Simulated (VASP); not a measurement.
# MgO (Pmm2) in VASP: single point with PBE

Aim: the single point of MgO with PBE.

Everything below comes from runs of VASP 6.6.1. Logs are shortened: lines on timing, memory, paths and dates and some standing lists are left out, and cuts for length are marked.

### 1 The cell of the first run

Symmetry: Pmm2, No. 25, orthorhombic system. Conventional cell: a = 5.634 Å, b = 5.634 Å, c = 5.634 Å, α = 90.00°, β = 90.00°, γ = 90.00°. Mg (site symmetry m) has 4 O at 1.98 to 2.00 Å within 2.6 Å. Within 2.5 Å of Mg (site symmetry m) lie 4 O at 1.92 to 2.07 Å. Within 2.4 Å of Mg (site symmetry mm2) lie 4 O at 1.82 to 2.11 Å. Within 2.5 Å of Mg (site symmetry mm2) lie 4 O at 1.88 to 2.18 Å. O (site symmetry m) has 4 Mg at 1.82 to 2.18 Å within 2.4 Å. O (site symmetry m) has 4 Mg at 1.88 to 2.11 Å within 2.5 Å. Within 2.5 Å of O (site symmetry mm2) lie 4 Mg at 1.92 to 1.98 Å. Within 2.7 Å of O (site symmetry mm2) lie 4 Mg at 2.00 to 2.07 Å.

### 2 Single point, PBE (atoms displaced along several vibrational modes)

INCAR

```
PREC = Accurate
ENCUT = 520
EDIFF = 1E-6
ISMEAR = 0
SIGMA = 0.05
LREAL = F
LASPH = T
NELM = 60
ALGO = Normal
ISIF = 2
LWAVE = F
LCHARG = T
GGA = PE
LELF = T
LVHAR = T
NBANDS = 36
```

KPOINTS

```
regular mesh
0
Gamma
  4 4 4
```

POSCAR

```
MgO
1.0
    5.6335409551      0.0000000000      0.0000000000
    0.0000000000      5.6335409551      0.0000000000
    0.0000000000      0.0000000000      5.6335409551
Mg O
6 6
Direct
    0.2500000000     -0.0098529547      0.5000000000
    0.0000000000      0.5114480354      0.2500000000
    0.5000000000      0.7299770693      0.0000000000
    0.7500000000     -0.0098529547      0.5000000000
    0.0000000000      0.5114480354      0.7500000000
    0.5000000000      0.2299770693      0.0000000000
    0.2500000000      0.5258747467      0.0000000000
    0.5000000000      0.0091791004      0.2500000000
    0.0000000000      0.7429409585      0.5000000000
    0.7500000000      0.5258747467      0.0000000000
    0.5000000000      0.0091791004      0.7500000000
    0.0000000000      0.2429409585      0.5000000000
```

Potentials or basis: VASP PAW PBE potentials, release 64 (Mg, O).

Run with:

```console
cat potpaw_PBE.64/Mg/POTCAR potpaw_PBE.64/O/POTCAR > POTCAR
mpirun -np 1 vasp_std > vasp.out
```

OUTCAR:

```text
PREC = Accurate
   ENCUT = 520
   EDIFF = 1E-6
   ISMEAR = 0
   LREAL = F
   LASPH = T
   NELM = 60
   ISIF = 2
   GGA = PE

 ion  position               nearest neighbor table
   1  0.250  0.990  0.500-   9 1.98   8 1.99  11 1.99  12 2.00   4 2.82   4 2.82   5 3.35   2 3.35
                             6 3.43   6 3.43   3 3.47   3 3.47   2 3.55   5 3.55
   2  0.000  0.511  0.250-   9 1.92   7 1.99  10 1.99  12 2.07   5 2.82   5 2.82   1 3.35   4 3.35
                             3 3.38   3 3.38   6 3.53   6 3.53   1 3.55   4 3.55
   3  0.500  0.730  0.000-   7 1.82  10 1.82   8 2.11  11 2.11   6 2.82   6 2.82   2 3.38   5 3.38
                             2 3.38   5 3.38   4 3.47   1 3.47   4 3.47   1 3.47
   4  0.750  0.990  0.500-   9 1.98   8 1.99  11 1.99  12 2.00   1 2.82   1 2.82   5 3.35   2 3.35
                             6 3.43   6 3.43   3 3.47   3 3.47   2 3.55   5 3.55
   5  0.000  0.511  0.750-   9 1.92   7 1.99  10 1.99  12 2.07   2 2.82   2 2.82   4 3.35   1 3.35
                             3 3.38   3 3.38   6 3.53   6 3.53   1 3.55   4 3.55
   6  0.500  0.230  0.000-   8 1.88  11 1.88  10 2.18   7 2.18   3 2.82   3 2.82   4 3.43   1 3.43
                             4 3.43   1 3.43   5 3.53   2 3.53   2 3.53   5 3.53
   7  0.250  0.526  0.000-   3 1.82   2 1.99   5 1.99   6 2.18
   8  0.500  0.009  0.250-   6 1.88   4 1.99   1 1.99   3 2.11
   9  0.000  0.743  0.500-   2 1.92   5 1.92   4 1.98   1 1.98
  10  0.750  0.526  0.000-   3 1.82   2 1.99   5 1.99   6 2.18
  11  0.500  0.009  0.750-   6 1.88   4 1.99   1 1.99   3 2.11
  12  0.000  0.243  0.500-   1 2.00   4 2.00   2 2.07   5 2.07

  LATTYP: Found a simple cubic cell.
 ALAT       =     5.6335409551

  Lattice vectors:

 A1 = (   5.6335409551,   0.0000000000,   0.0000000000)
 A2 = (   0.0000000000,   5.6335409551,   0.0000000000)
 A3 = (   0.0000000000,   0.0000000000,   5.6335409551)

Analysis of symmetry for initial positions (statically):
=====================================================================
 Subroutine PRICEL returns:
 Original cell was already a primitive cell.

 Routine SETGRP: Setting up the symmetry group for a
 simple cubic supercell.

 Subroutine GETGRP returns: Found  4 space group operations
 (whereof  4 operations were pure point group operations)
 out of a pool of 48 trial point group operations.

The static configuration has the point symmetry C_2v.

Analysis of symmetry for dynamics (positions and initial velocities):
=====================================================================
 Subroutine PRICEL returns:
 Original cell was already a primitive cell.

 Routine SETGRP: Setting up the symmetry group for a
 simple cubic supercell.

 Subroutine GETGRP returns: Found  4 space group operations
 (whereof  4 operations were pure point group operations)
 out of a pool of 48 trial point group operations.

The dynamic configuration has the point symmetry C_2v.

 Subroutine INISYM returns: Found  4 space group operations
 (whereof  4 operations are pure point group operations),
 and found     1 'primitive' translations

----------------------------------------------------------------------------------------

                                     Primitive cell

  volume of cell :     178.7905

  direct lattice vectors                    reciprocal lattice vectors
     5.633540955  0.000000000  0.000000000     0.177508251  0.000000000  0.000000000
     0.000000000  5.633540955  0.000000000     0.000000000  0.177508251  0.000000000
     0.000000000  0.000000000  5.633540955     0.000000000  0.000000000  0.177508251

  length of vectors
     5.633540955  5.633540955  5.633540955     0.177508251  0.177508251  0.177508251

  position of ions in fractional coordinates (direct lattice)
     0.250000000  0.990147045  0.500000000
     0.000000000  0.511448035  0.250000000
     0.500000000  0.729977069  0.000000000
     0.750000000  0.990147045  0.500000000
     0.000000000  0.511448035  0.750000000
     0.500000000  0.229977069  0.000000000
     0.250000000  0.525874747  0.000000000
     0.500000000  0.009179100  0.250000000
     0.000000000  0.742940959  0.500000000
     0.750000000  0.525874747  0.000000000
     0.500000000  0.009179100  0.750000000
     0.000000000  0.242940959  0.500000000

  ion indices of the primitive-cell ions
   primitive index   ion index
                 1           1
                 2           2
                 3           3
                 4           4
                 5           5
                 6           6
                 7           7
                 8           8
                 9           9
                10          10
                11          11
                12          12

----------------------------------------------------------------------------------------

 KPOINTS: regular mesh

Automatic generation of k-mesh.
 Grid dimensions read from file:
 generate k-points for:    4    4    4

 Generating k-lattice:

  Cartesian coordinates                     Fractional coordinates (reciprocal lattice)
     0.044377063  0.000000000  0.000000000     0.250000000  0.000000000  0.000000000
     0.000000000  0.044377063  0.000000000     0.000000000  0.250000000  0.000000000
     0.000000000  0.000000000  0.044377063     0.000000000  0.000000000  0.250000000

  Length of vectors
     0.044377063  0.044377063  0.044377063

  Shift w.r.t. Gamma in fractional coordinates (k-lattice)
     0.000000000  0.000000000  0.000000000

 Subroutine IBZKPT returns following result:
 ===========================================

 Found     27 irreducible k-points:

 Following reciprocal coordinates:
            Coordinates               Weight
  0.000000  0.000000  0.000000      1.000000
  0.250000  0.000000  0.000000      2.000000
  0.000000  0.250000  0.000000      2.000000
  0.000000  0.000000  0.250000      2.000000
  0.500000  0.000000  0.000000      1.000000
  0.000000  0.500000  0.000000      1.000000
[... 16 lines left out ...]
  0.250000  0.250000  0.500000      4.000000
  0.500000  0.500000  0.250000      2.000000
 [... further k-points ...]
   k-points           NKPTS =     27   k-points in BZ     NKDIM =     27   number of bands    NBANDS=     36
   number of dos      NEDOS =    301   number of ions     NIONS =     12
   total plane-waves  NPLWV =  74088
   dimension x,y,z NGX =    42 NGY =   42 NGZ =   42
   dimension x,y,z NGXF=    84 NGYF=   84 NGZF=   84
   ions per type =               6   6
   NGX,Y,Z   is equivalent  to a cutoff of  12.39, 12.39, 12.39 a.u.
   NGXF,Y,Z  is equivalent  to a cutoff of  24.79, 24.79, 24.79 a.u.
 SYSTEM =  unknown system
   PREC   = accura    normal or accurate (medium, high low for compatibility)
   ISTART =      0    job   : 0-new  1-cont  2-samecut
   ICHARG =      2    charge: 1-file 2-atom 10-const
   ISPIN  =      1    spin polarized calculation?
   LNONCOLLINEAR =      F non collinear calculations
   LSORBIT =      F    spin-orbit coupling
   LASPH  =      T    aspherical Exc in radial PAW
   ENCUT  =  520.0 eV  38.22 Ry    6.18 a.u.  10.47 10.47 10.47*2*pi/ulx,y,z
   NELM   =     60;   NELMIN=  2; NELMDL= -5     # of ELM steps
   EDIFF  = 0.1E-05   stopping-criterion for ELM
   LREAL  =      F    real-space projection
   EDIFFG = 0.1E-04   stopping-criterion for IOM
   NSW    =      0    number of steps for IOM
   IBRION =     -1    ionic relax: 0-MD 1-quasi-New 2-CG
   NFREE  =      0    steps in history (QN), initial steepest desc. (CG)
   ISIF   =      2    stress and relaxation
   ISYM   =      2    0-nonsym 1-usesym 2-fastsym
   POTIM  = 0.5000    time-step for ionic-motion
   TEBEG  =    0.0;   TEEND  =   0.0 temperature during run
   PSTRESS=    0.0 pullay stress
   NELECT =      48.0000    total number of electrons
   NUPDOWN=      -1.0000    fix difference up-down
   EMIN   =  10.00;   EMAX   =-10.00  energy-range for DOS
   EFERMI =   0.00;   METHOD = LEGACY
   ISMEAR =     0;   SIGMA  =   0.05  broadening in eV -4-tet -1-fermi 0-gaus
   EFERMI_NEDOS =   21; number of points for ismear=-14 and -15
   IALGO  =     38    algorithm
   IMIX   =      4    mixing-type and parameters
     AMIX     =   0.40;   BMIX     =  1.00
     AMIX_MAG =   1.60;   BMIX_MAG =  1.00
  volume/ion in A,a.u.               =      14.90       100.54
  Fermi-wavevector in a.u.,A,eV,Ry     =   1.056105  1.995749 15.175365  1.115358
  Thomas-Fermi vector in A             =   2.191328
   LORBIT       =      0    0 simple, 1 ext, 2 COOP (PROOUT), +10 PAW based schemes
   GGA     = PE    functional components
   LHFCALC =     F    Hartree Fock is set to
   AEXX    =    0.0000 exact exchange contribution
   IVDW    =     0    specifies the selected vdW correction
   LEPSILON=     F    determine dielectric tensor
   LRPA    =     F    only Hartree local field effects (RPA)
 non-spin polarized calculation
 Gauss-broadening in eV      SIGMA  =   0.05
  energy-cutoff  :      520.00
  volume of cell :      178.79
 maximum number of plane-waves:      4842
 NGX is ok and might be reduce to    42
   NGX = 21   NGY = 21   NGZ = 21

 number of electron      47.9999965 magnetization

 Free energy of the ion-electron system (eV)
  ---------------------------------------------------
  ext. energy  EPLUGINS =         0.00000000
  ---------------------------------------------------
  free energy    TOTEN  =       -69.13575443 eV

  energy without entropy =      -69.13575443  energy(sigma->0) =      -69.13575443

 E-fermi :   0.1515     XC(G=0):  -8.3930

 val. band max:       -0.1248282143   @ k =   0.5000   0.5000   0.0000
 cond. band min:       2.7098395614   @ k =   0.0000   0.0000   0.0000
 fundamental gap:      2.8346677758
 Fermi energy:         0.1514607060

 k-point     1 :       0.0000    0.0000    0.0000
  band No.  band energies     occupation
      1     -16.2736      2.00000
      2     -15.9119      2.00000
      3     -15.7994      2.00000
      4     -15.4011      2.00000
      5     -15.3574      2.00000
      6     -15.2069      2.00000
[... 28 lines left out ...]
     35      10.1040      0.00000
     36      10.1374      0.00000

 k-point     2 :       0.2500    0.0000    0.0000
  band No.  band energies     occupation
      1     -16.2214      2.00000
      2     -15.9331      2.00000
      3     -15.7669      2.00000
      4     -15.4773      2.00000
      5     -15.3572      2.00000
      6     -15.2085      2.00000
[... 28 lines left out ...]
     35      10.0560      0.00000
     36      10.3669      0.00000

 k-point     3 :       0.0000    0.2500    0.0000
  band No.  band energies     occupation
      1     -16.2195      2.00000
      2     -15.9015      2.00000
      3     -15.8342      2.00000
      4     -15.4009      2.00000
      5     -15.3572      2.00000
      6     -15.2515      2.00000
[... 28 lines left out ...]
     35      10.1671      0.00000
     36      10.4642      0.00000
[... 742 lines left out ...]
 k-point    23 :       0.2500    0.2500    0.5000
  band No.  band energies     occupation
      1     -16.0766      2.00000
      2     -15.9182      2.00000
      3     -15.6472      2.00000
      4     -15.6282      2.00000
      5     -15.4785      2.00000
      6     -15.2592      2.00000
[... 28 lines left out ...]
     35      10.8300      0.00000
     36      10.9715      0.00000

 k-point    24 :       0.5000    0.5000    0.2500
  band No.  band energies     occupation
      1     -16.0336      2.00000
      2     -15.8479      2.00000
      3     -15.6901      2.00000
      4     -15.6835      2.00000
      5     -15.4460      2.00000
      6     -15.3210      2.00000
[... 28 lines left out ...]
     35      10.7367      0.00000
     36      10.8166      0.00000

 [... further k-points ...]

------------------------ aborting loop because EDIFF is reached ----------------------------------------

  FORCE on cell =-STRESS in cart. coord.  units (eV):
  Direction    XX          YY          ZZ          XY          YZ          ZX
  --------------------------------------------------------------------------------------
  -------------------------------------------------------------------------------------
  Total        2.3496944      1.5087843      0.9502467      0.0000000      0.0000000      0.0000000
  in kB       21.0560835     13.5205195      8.5153515      0.0000000      0.0000000      0.0000000
  external PRESSURE =      14.3639848 kB  Pullay stress =       0.0000000 kB

 VOLUME and BASIS-vectors are now :
 -----------------------------------------------------------------------------
  energy-cutoff  :      520.00
  volume of cell :      178.79
      direct lattice vectors                 reciprocal lattice vectors
     5.633540955  0.000000000  0.000000000     0.177508251  0.000000000  0.000000000
     0.000000000  5.633540955  0.000000000     0.000000000  0.177508251  0.000000000
     0.000000000  0.000000000  5.633540955     0.000000000  0.000000000  0.177508251

 POSITION                                       TOTAL-FORCE (eV/Angst)
 -----------------------------------------------------------------------------------
      1.40839      5.57803      2.81677         0.037119      0.589058      0.000000
      0.00000      2.88126      1.40839         0.000000     -0.788876     -0.193379
      2.81677      4.11236      0.00000         0.000000      3.057910      0.000000
      4.22516      5.57803      2.81677        -0.037119      0.589058      0.000000
      0.00000      2.88126      4.22516         0.000000     -0.788876      0.193379
      2.81677      1.29559      0.00000         0.000000      2.100787      0.000000
      1.40839      2.96254      0.00000        -0.992075     -1.862065      0.000000
      2.81677      0.05171      1.40839         0.000000     -1.096334      0.410301
      0.00000      4.18539      2.81677         0.000000      0.683831      0.000000
      4.22516      2.96254      0.00000         0.992075     -1.862065      0.000000
      2.81677      0.05171      4.22516         0.000000     -1.096334     -0.410301
      0.00000      1.36862      2.81677         0.000000      0.473907      0.000000
 -----------------------------------------------------------------------------------
    total drift:                                0.000000      0.000947      0.000002

  FREE ENERGIE OF THE ION-ELECTRON SYSTEM (eV)
  ---------------------------------------------------
  free  energy   TOTEN  =       -69.1357544260 eV

  energy  without entropy=      -69.1357544260  energy(sigma->0) =      -69.13575443
```

It took 2.2 min on 1 thread of Intel Xeon 6975P-C (Granite Rapids), shared host; peak memory 0.33 GiB.

What came out:

| Item | Value |
| --- | --- |
| Free energy | -69.1358 eV |
| Pressure | 1.4 GPa |
| Largest force | 3.058 eV/Å |
| Band gap on the k mesh | 2.83 eV |

Forces in eV/Å, atoms in the order of the input:
```
Mg   0.037  0.589  0.000
Mg   0.000 -0.789 -0.193
Mg   0.000  3.058  0.000
Mg  -0.037  0.589  0.000
Mg   0.000 -0.789  0.193
Mg   0.000  2.101  0.000
O   -0.992 -1.862  0.000
O    0.000 -1.096  0.410
O    0.000  0.684  0.000
O    0.992 -1.862  0.000
O    0.000 -1.096 -0.410
O    0.000  0.474  0.000
```

Stress tensor (GPa, compression positive):
```
2.11 0.00 0.00
0.00 1.35 0.00
0.00 0.00 0.85
```

Levels at points of the mesh, in eV from the valence-band top:
| k point | band 21 | band 22 | band 23 | band 24 | band 25 | band 26 | band 27 | band 28 |
| --- | --- | --- | --- | --- | --- | --- | --- | --- |
| (0.00, 0.00, 0.00) | -0.51 | -0.08 | -0.02 | 0.00 | 2.83 | 5.98 | 7.89 | 7.90 |
| (0.50, 0.00, 0.00) | -0.57 | -0.52 | -0.02 | -0.01 | 4.72 | 4.76 | 7.43 | 7.55 |
| (0.00, 0.50, 0.00) | -0.60 | -0.53 | -0.07 | 0.00 | 4.70 | 4.78 | 7.42 | 7.68 |
| (0.00, 0.00, 0.50) | -0.58 | -0.50 | -0.08 | -0.02 | 4.74 | 4.74 | 7.52 | 7.54 |
| (0.50, 0.50, 0.00) | -0.63 | -0.63 | -0.38 | 0.00 | 5.60 | 5.75 | 5.87 | 6.57 |
| (0.00, 0.50, 0.50) | -0.63 | -0.61 | -0.36 | -0.07 | 5.63 | 5.80 | 5.82 | 6.52 |
| (0.50, 0.00, 0.50) | -0.48 | -0.47 | -0.46 | -0.01 | 5.62 | 5.77 | 5.81 | 6.57 |
| (0.50, 0.50, 0.50) | -0.83 | -0.78 | -0.67 | -0.62 | 6.33 | 6.39 | 7.20 | 7.32 |

Caveat: the cell differs from its parent crystal (atoms displaced along several vibrational modes); forces of over 1 eV/Å act on the atoms, so gaps and moduli don't describe the material at rest.
